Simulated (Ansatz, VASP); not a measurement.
TiO2: VASP beside Ansatz

Contents of INCAR:

```
SYSTEM = TiO2
PREC = Accurate
ENCUT = 520
EDIFF = 1E-7
ISMEAR = 0
SIGMA = 0.05
LREAL = .FALSE.
LASPH = .TRUE.
NELM = 150
ALGO = Normal
ISIF = 2
LWAVE = .FALSE.
LCHARG = .TRUE.
LMAXMIX = 4
LDAU = .TRUE.
LDAUTYPE = 2
LDAUL = 2 -1
LDAUU = 4 0
LDAUJ = 0 0
LDAUPRINT = 1
GGA = PE
IVDW = 12
LELF = .TRUE.
LVHAR = .TRUE.
NBANDS = 19
```

Contents of KPOINTS:

```
Automatic mesh
0
G
  9 9 9
  0 0 0
```

POSCAR

```
TiO2
1.0
    1.5742500000      0.9088936613      3.8378333333
   -1.5742500000      0.9088936613      3.8378333333
    0.0000000000     -1.8177873226      3.8378333333
Ti O
1 2
Direct
    0.0000000000      0.0000000000      0.0000000000
    0.6017580785      0.6017580785      0.6017580785
    0.3982419215      0.3982419215      0.3982419215
```

Input for Ansatz:

```yaml
crystal:
  lattice:
    - [1.57425, 0.9088936613, 3.8378333333]
    - [-1.57425, 0.9088936613, 3.8378333333]
    - [0.0, -1.8177873226, 3.8378333333]
  atoms:
    - { symbol: Ti, position: [0.0, 0.0, 0.0] }
    - { symbol: O, position: [0.6017580785, 0.6017580785, 0.6017580785] }
    - { symbol: O, position: [0.3982419215, 0.3982419215, 0.3982419215] }
basis:
  ecutwfc: 520.0
kpoints:
  mp_grid: { grid: [9, 9, 9] }
hamiltonian:
  xc: pbe
  pseudopotentials: { kind: paw, azcp: { folder: soft_1 } }
  dispersion: d3bj
  hubbard: { sites: [{ species: Ti, l: d, u_eff: 4.0 }] }
scf:
  occupations: { method: gaussian, width: 0.05 }
output:
  forces: true
  stress: true
  eigenvalues: true
```

Alike in both runs: task single point; functional PBE; dispersion D3(BJ); k mesh 9 × 9 × 9; occupations gaussian, width 0.05 eV; no spin polarisation; Hubbard terms Ti d U = 4.0 eV.

|  | VASP | Ansatz |
| --- | --- | --- |
| version | VASP 6.6.1 | Ansatz 0.2.0 |
| potentials or method | VASP PAW PBE potentials, release 64 (Ti_sv, O), cutoff 520 eV | scalar-relativistic, plane waves, PAW |
| valence electrons in the cell | 24 | 24 |

|  | VASP | Ansatz | Ansatz less VASP |
| --- | --- | --- | --- |
| gap on the k mesh at the Fermi level (eV) | 2.10 | 2.17 | +0.066 |
| least direct gap on the mesh (eV) | 2.37 | 2.41 | +0.048 |
| pressure (GPa) | 15.8 | 11.5 | -4.27 |
| traceless stress, the component that is largest in VASP (GPa) | 22.87 | 24.91 | +2.040 |
| rms of the force components (eV/Å) | 0.852 | 0.691 | -0.1620 |

The programs project onto different local orbitals, so the same U acts differently, and such runs can settle in different states. Atom by atom the forces differ by 0.162 eV/Å (rms over components).
